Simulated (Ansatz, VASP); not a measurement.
Two plane-wave programs on PbO2

```
Pb O
1.0
     5.08076    0.00000    0.00000
     0.00000    5.08076    0.00000
     0.00000    0.00000    3.44220
Pb O
2 4
Direct
  0.00000 0.00000 0.00000
  0.50000 0.50000 0.50000
  0.30797 0.30797 0.00000
  0.19203 0.80797 0.50000
  0.80797 0.19203 0.50000
  0.69203 0.69203 0.00000
```

Alike in both runs: functional PBE; k mesh 8 × 8 × 10; occupations gaussian, width 0.01 eV; no spin polarisation.

Ansatz relaxed the structure, and its values are those at the end. VASP's run is a single point on that final structure, the one shown.

|  | VASP | Ansatz |
| --- | --- | --- |
| version | VASP 6.6.1 | Ansatz 0.2.0 |
| potentials or method | VASP PAW PBE potentials, release 64 (Pb_d, O), cutoff 520 eV | scalar-relativistic, plane waves, PAW |
| valence electrons in the cell | 52 | 52 |

VASP gave:

* gap on the k mesh at the Fermi level (eV): 0.01
* least direct gap on the mesh (eV): 0.01
* pressure (GPa): 0.3
* rms of the force components (eV/Å): 0.004

Task: Which values does Ansatz return?

Result: gap on the k mesh at the Fermi level (eV): 0.02; least direct gap on the mesh (eV): 0.02; pressure (GPa): 0.0; rms of the force components (eV/Å): 0.002.

With one functional, cell and mesh, what is left measures potentials, basis and numerics.

Spin-orbit coupling is off throughout.
